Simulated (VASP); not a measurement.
# Al3Cu (Pm-3m) in VASP: single point with PBEsol

Aim: the single point of Al3Cu with PBEsol.

Everything below comes from runs of VASP 6.6.1. Logs are shortened: lines on timing, memory, paths and dates and some standing lists are left out, and cuts for length are marked.

### 1 The cell of the first run

It takes space group Pm-3m (No. 221, cubic). Conventional cell: a = 3.892 Å, b = 3.892 Å, c = 3.892 Å, α = 90.00°, β = 90.00°, γ = 90.00°. Within 3.6 Å of Al (site symmetry 4/mmm) lie 8 Al at 2.75 Å and 4 Cu at 2.75 Å. Cu (site symmetry m-3m) has 12 Al at 2.75 Å within 3.6 Å.

### 2 Single point, PBEsol

INCAR reads:

```
  PREC = Accurate
  ENCUT = 520
  EDIFF = 1E-6
  ISMEAR = 0
  SIGMA = 0.1
  LREAL = False
  LASPH = True
  NELM = 100
  ALGO = Normal
  ISIF = 2
  LWAVE = False
  LCHARG = False
  GGA = PS
  NBANDS = 18
```

KPOINTS reads:

```
regular mesh
0
Gamma
  12 12 12
```

POSCAR reads:

```
Al3Cu
1.0
    3.8923537760      0.0000000000      0.0000000000
    0.0000000000      3.8923537760      0.0000000000
    0.0000000000      0.0000000000      3.8923537760
Al Cu
3 1
Direct
    0.0000000000      0.5000000000      0.5000000000
    0.5000000000      0.0000000000      0.5000000000
    0.5000000000      0.5000000000      0.0000000000
    0.0000000000      0.0000000000      0.0000000000
```

Potentials or basis: VASP PAW PBE potentials, release 64 (Al, Cu).

On the command line:

```console
cat potpaw_PBE.64/Al/POTCAR potpaw_PBE.64/Cu/POTCAR > POTCAR
mpirun -np 1 vasp_std > vasp.out
```

OUTCAR:

```text
PREC = Accurate
   ENCUT = 520
   EDIFF = 1E-6
   ISMEAR = 0
   LREAL = False
   LASPH = True
   NELM = 100
   ISIF = 2
   GGA = PS

 ion  position               nearest neighbor table
   1  0.000  0.500  0.500-   2 2.75   3 2.75   4 2.75   3 2.75   4 2.75   2 2.75   4 2.75   4 2.75
                             2 2.75   3 2.75   3 2.75   2 2.75
   2  0.500  0.000  0.500-   1 2.75   3 2.75   4 2.75   3 2.75   4 2.75   1 2.75   3 2.75   3 2.75
                             1 2.75   4 2.75   4 2.75   1 2.75
   3  0.500  0.500  0.000-   1 2.75   2 2.75   4 2.75   1 2.75   2 2.75   2 2.75   4 2.75   2 2.75
                             1 2.75   4 2.75   1 2.75   4 2.75
   4  0.000  0.000  0.000-   1 2.75   2 2.75   3 2.75   1 2.75   2 2.75   1 2.75   3 2.75   1 2.75
                             2 2.75   3 2.75   2 2.75   3 2.75

  LATTYP: Found a simple cubic cell.
 ALAT       =     3.8923537760

  Lattice vectors:

 A1 = (   3.8923537760,   0.0000000000,   0.0000000000)
 A2 = (   0.0000000000,   3.8923537760,   0.0000000000)
 A3 = (   0.0000000000,   0.0000000000,   3.8923537760)

Analysis of symmetry for initial positions (statically):
=====================================================================
 Subroutine PRICEL returns:
 Original cell was already a primitive cell.

 Routine SETGRP: Setting up the symmetry group for a
 simple cubic supercell.

 Subroutine GETGRP returns: Found 48 space group operations
 (whereof 48 operations were pure point group operations)
 out of a pool of 48 trial point group operations.

The static configuration has the point symmetry O_h .

Analysis of symmetry for dynamics (positions and initial velocities):
=====================================================================
 Subroutine PRICEL returns:
 Original cell was already a primitive cell.

 Routine SETGRP: Setting up the symmetry group for a
 simple cubic supercell.

 Subroutine GETGRP returns: Found 48 space group operations
 (whereof 48 operations were pure point group operations)
 out of a pool of 48 trial point group operations.

The dynamic configuration has the point symmetry O_h .

 Subroutine INISYM returns: Found 48 space group operations
 (whereof 48 operations are pure point group operations),
 and found     1 'primitive' translations

----------------------------------------------------------------------------------------

                                     Primitive cell

  volume of cell :      58.9708

  direct lattice vectors                    reciprocal lattice vectors
[... 82 lines left out ...]
   PREC   = accura    normal or accurate (medium, high low for compatibility)
   ISTART =      0    job   : 0-new  1-cont  2-samecut
   ICHARG =      2    charge: 1-file 2-atom 10-const
   ISPIN  =      1    spin polarized calculation?
   LNONCOLLINEAR =      F non collinear calculations
   LSORBIT =      F    spin-orbit coupling
   LASPH  =      T    aspherical Exc in radial PAW
   ENCUT  =  520.0 eV  38.22 Ry    6.18 a.u.   7.24  7.24  7.24*2*pi/ulx,y,z
   NELM   =    100;   NELMIN=  2; NELMDL= -5     # of ELM steps
   EDIFF  = 0.1E-05   stopping-criterion for ELM
   LREAL  =      F    real-space projection
[... 7 lines left out ...]
   TEBEG  =    0.0;   TEEND  =   0.0 temperature during run
   PSTRESS=    0.0 pullay stress
   NELECT =      20.0000    total number of electrons
   NUPDOWN=      -1.0000    fix difference up-down
   EMIN   =  10.00;   EMAX   =-10.00  energy-range for DOS
   EFERMI =   0.00;   METHOD = LEGACY
   ISMEAR =     0;   SIGMA  =   0.10  broadening in eV -4-tet -1-fermi 0-gaus
   EFERMI_NEDOS =   21; number of points for ismear=-14 and -15
   IALGO  =     38    algorithm
   IMIX   =      4    mixing-type and parameters
     AMIX     =   0.40;   BMIX     =  1.00
     AMIX_MAG =   1.60;   BMIX_MAG =  1.00
  volume/ion in A,a.u.               =      14.74        99.49
  Fermi-wavevector in a.u.,A,eV,Ry     =   1.141666  2.157437 17.733861  1.303402
  Thomas-Fermi vector in A             =   2.278366
   LORBIT       =      0    0 simple, 1 ext, 2 COOP (PROOUT), +10 PAW based schemes
   GGA     = PS    functional components
   LHFCALC =     F    Hartree Fock is set to
   AEXX    =    0.0000 exact exchange contribution
   IVDW    =     0    specifies the selected vdW correction
   LEPSILON=     F    determine dielectric tensor
   LRPA    =     F    only Hartree local field effects (RPA)
 non-spin polarized calculation
 Gauss-broadening in eV      SIGMA  =   0.10
  energy-cutoff  :      520.00
  volume of cell :       58.97
 maximum number of plane-waves:      1622
 NGX is ok and might be reduce to    30
   NGX = 15   NGY = 15   NGZ = 15

 number of electron      19.9999993 magnetization

 Free energy of the ion-electron system (eV)
  ---------------------------------------------------
  ext. energy  EPLUGINS =         0.00000000
  ---------------------------------------------------
  free energy    TOTEN  =       -16.72218075 eV

  energy without entropy =      -16.71730736  energy(sigma->0) =      -16.71974406

 E-fermi :   8.4225     XC(G=0): -10.9314

 val. band max:        8.4186617563   @ k =   0.0833   0.0833   0.0000
 cond. band min:       8.4635346801   @ k =   0.2500   0.2500   0.0833
 fundamental gap:      0.0448729237
 Fermi energy:         8.4225376522

 k-point     1 :       0.0000    0.0000    0.0000
  band No.  band energies     occupation
      1      -2.8656      2.00000
      2       4.0652      2.00000
      3       4.0652      2.00000
      4       4.7973      2.00000
      5       4.7973      2.00000
      6       4.7973      2.00000
[... 481 lines left out ...]
      5       4.5309      2.00000
      6       4.6176      2.00000
[... 10 lines left out ...]
     17      15.3627      0.00000
     18      15.7120      0.00000

 [... further k-points ...]
[... 5 lines left out ...]
  --------------------------------------------------------------------------------------
  -------------------------------------------------------------------------------------
  Total        0.0776649      0.0776649      0.0776649      0.0000000      0.0000000      0.0000000
  in kB        2.1100768      2.1100768      2.1100768      0.0000000      0.0000000      0.0000000
  external PRESSURE =       2.1100768 kB  Pullay stress =       0.0000000 kB

 VOLUME and BASIS-vectors are now :
 -----------------------------------------------------------------------------
  energy-cutoff  :      520.00
  volume of cell :       58.97
      direct lattice vectors                 reciprocal lattice vectors
     3.892353776  0.000000000  0.000000000     0.256913954  0.000000000  0.000000000
     0.000000000  3.892353776  0.000000000     0.000000000  0.256913954  0.000000000
     0.000000000  0.000000000  3.892353776     0.000000000  0.000000000  0.256913954

 POSITION                                       TOTAL-FORCE (eV/Angst)
 -----------------------------------------------------------------------------------
      0.00000      1.94618      1.94618         0.000000      0.000000      0.000000
      1.94618      0.00000      1.94618         0.000000      0.000000      0.000000
      1.94618      1.94618      0.00000         0.000000      0.000000      0.000000
      0.00000      0.00000      0.00000         0.000000      0.000000      0.000000
 -----------------------------------------------------------------------------------
    total drift:                                0.000000     -0.000000      0.000000

  FREE ENERGIE OF THE ION-ELECTRON SYSTEM (eV)
  ---------------------------------------------------
  free  energy   TOTEN  =       -16.7221807518 eV

  energy  without entropy=      -16.7173073586  energy(sigma->0) =      -16.71974406
```

stdout:

```text
POSCAR found type information on POSCAR AlCu
 POSCAR found :  2 types and       4 ions
 scaLAPACK will be used
 -----------------------------------------------------------------------------
|                                                                             |
|                                                                             |
|     You enforced a specific xc type in the INCAR file but a different       |
|     I HOPE YOU KNOW WHAT YOU ARE DOING!                                     |
|                                                                             |
 -----------------------------------------------------------------------------

 LDA part: xc-table for (Slater+PW92), standard interpolation
 POSCAR, INCAR and KPOINTS ok, starting setup
 FFT: planning ... GRIDC
 FFT: planning ... GRID_SOFT
 FFT: planning ... GRID
 WAVECAR not read
 entering main loop
```

Wall time 1.8 min (1 thread of Intel Xeon Platinum 8488C (Sapphire Rapids), shared host); peak memory 0.22 GiB.

What came out:

- Free energy: -16.7222 eV
- Pressure: 0.2 GPa
- Band gap on the k mesh: zero (band 10 reaches 10.63 eV, above the bottom of band 11 at 6.52 eV)

Caveat: the PAW data sets were made with another functional, which shifts forces and pressure a little.
